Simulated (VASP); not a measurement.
The system is Ga4Sb3P.

```
P Sb Ga
1.0
     4.09106    0.00000    0.00000
    -2.04553    3.54296    0.00000
     0.00000    0.00000   13.36139
P Sb Ga
1 3 4
Direct
  0.66667 0.33333 0.00000
  0.66667 0.33333 0.50000
  0.33333 0.66667 0.75000
  0.33333 0.66667 0.25000
  0.66667 0.33333 0.81250
  0.66667 0.33333 0.31250
  0.33333 0.66667 0.56250
  0.33333 0.66667 0.06250
```

- Program: VASP 6.6.1
- Task: relaxation of cell and atoms
- Functional: PBE
- Potentials or basis: VASP PAW PBE potentials, release 64 (P, Sb, Ga_d)
- Cutoff: 600 eV
- k mesh: 6 × 6 × 2
- Occupations: fermi-dirac, width 0.02 eV
- Spin: no spin polarisation

At the start: pressure 10.0 GPa; volume 24.21 Å³/atom.

Problem. Where does the relaxation end?

Solution. Over 18 steps the energy falls by 143.0 meV/atom and the volume is 27.67 Å³/atom (+14.3 %); space group P3m1 (No. 156, to 0.1 Å) before and after.

Step by step:
| step | energy change (eV) | largest force (eV/Å) | pressure (GPa) | volume (Å³) |
| --- | --- | --- | --- | --- |
| 1 | 0.0000 | 1.8266 | 9.95 | 193.67 |
| 2 | -0.8393 | 0.6308 | -2.93 | 238.94 |
| 3 | -0.9591 | 0.8823 | -0.41 | 225.04 |
| 4 | -0.9589 | 0.8677 | -0.60 | 225.70 |
| 5 | -1.0262 | 0.6048 | -0.44 | 224.46 |
| 6 | -1.0843 | 0.6731 | 0.29 | 220.75 |
| 7 | -1.0944 | 0.4070 | 0.01 | 221.93 |
| 8 | -1.1235 | 0.2932 | 0.04 | 221.44 |
| 9 | -1.1260 | 0.3250 | 0.06 | 221.25 |
| 10 | -1.1421 | 0.1159 | -0.03 | 221.40 |
| 11 | -1.1426 | 0.1319 | -0.05 | 221.43 |
| 12 | -1.1440 | 0.0318 | 0.05 | 221.07 |
| 13 | -1.1440 | 0.0243 | 0.07 | 221.03 |
| 14 | -1.1441 | 0.0172 | -0.05 | 221.55 |
| 15 | -1.1441 | 0.0165 | -0.01 | 221.35 |
| 16 | -1.1441 | 0.0061 | 0.01 | 221.31 |
| 17 | -1.1441 | 0.0050 | 0.01 | 221.30 |
| 18 | -1.1441 | 0.0044 | -0.02 | 221.40 |

Final structure:
```
CELL_PARAMETERS angstrom
4.26708 0.00000 0.00000
-2.13354 3.69540 0.00000
0.00000 0.00000 14.04047
ATOMIC_POSITIONS crystal
P 0.66667 0.33333 0.99960
Sb 0.66667 0.33333 0.49950
Sb 0.33333 0.66667 0.75892
Sb 0.33333 0.66667 0.23998
Ga 0.66667 0.33333 0.82853
Ga 0.66667 0.33333 0.30813
Ga 0.33333 0.66667 0.56820
Ga 0.33333 0.66667 0.04715
```
